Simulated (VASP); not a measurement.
The system is GaAs.

```
Ga As
1.0
     0.00000    2.87509    2.87509
     2.87509    0.00000    2.87509
     2.87509    2.87509    0.00000
Ga As
1 1
Direct
  0.00000 0.00000 0.00000
  0.25000 0.25000 0.25000
```

| Property | Result |
| --- | --- |
| Program | VASP 6.6.1 |
| Task | relaxation of cell and atoms |
| Functional | PBE |
| Dispersion | D3(BJ) |
| Potentials or basis | VASP PAW PBE potentials, release 64 (Ga_d, As) |
| Cutoff | 600 eV |
| k mesh | 10 × 10 × 10 |
| Occupations | gaussian, width 0.01 eV |
| Spin | no spin polarisation |

At the start: pressure -2.3 GPa; volume 23.77 Å³/atom.

Q: Where does the relaxation end?

A: Over 3 steps the energy falls by 6.3 meV/atom and the volume is 22.91 Å³/atom (-3.6 %); space group F-43m (No. 216, to 0.05 Å).

Step by step:
```
step  energy change (eV)  largest force (eV/Å)  pressure (GPa)  volume (Å³)
   1              0.0000                0.0000           -2.29        47.53
   2             -0.0110                0.0000            0.86        45.24
   3             -0.0126                0.0000            0.04        45.82
```

Final structure:
```
Ga As
1.0
     0.00000    2.84006    2.84006
     2.84006    0.00000    2.84006
     2.84006    2.84006    0.00000
Ga As
1 1
Direct
  0.00000 0.00000 0.00000
  0.25000 0.25000 0.25000
```
